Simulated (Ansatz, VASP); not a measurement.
## Sr3O2: VASP beside Ansatz

```
Sr O
1.0
     3.20668    1.85138    6.30847
    -3.20668    1.85138    6.30847
     0.00000   -3.70275    6.30847
Sr O
6 4
Direct
  0.06970 0.43030 0.75000
  0.75000 0.06970 0.43030
  0.43030 0.75000 0.06970
  0.93030 0.56970 0.25000
  0.25000 0.93030 0.56970
  0.56970 0.25000 0.93030
  0.83539 0.83539 0.83539
  0.66461 0.66461 0.66461
  0.16461 0.16461 0.16461
  0.33539 0.33539 0.33539
```

Alike in both runs: functional PBE; k mesh 3 × 3 × 3; occupations gaussian, width 0.1 eV; no spin polarisation.

Ansatz relaxed the structure, and its values are those at the end. VASP's run is a single point on that final structure, the one shown.

|  | VASP | Ansatz |
| --- | --- | --- |
| version | VASP 6.6.1 | Ansatz 0.2.0 |
| potentials or method | VASP PAW PBE potentials, release 64 (Sr_sv, O), cutoff 520 eV | scalar-relativistic, plane waves, PAW |
| valence electrons in the cell | 84 | 84 |

VASP gave:

| Quantity | Value |
| --- | --- |
| gap on the k mesh at the Fermi level (eV) | none |
| pressure (GPa) | 0.3 |
| rms of the force components (eV/Å) | 0.011 |

Which values does Ansatz return?

gap on the k mesh at the Fermi level (eV): none; pressure (GPa): 0.1; rms of the force components (eV/Å): 0.003.

A gap of «none» marks a metal or a gap that the smearing closes. The functional is the same, so the differences come from potentials, cutoffs and numerics.

The k mesh is coarse, so the values compare programs but aren't converged.
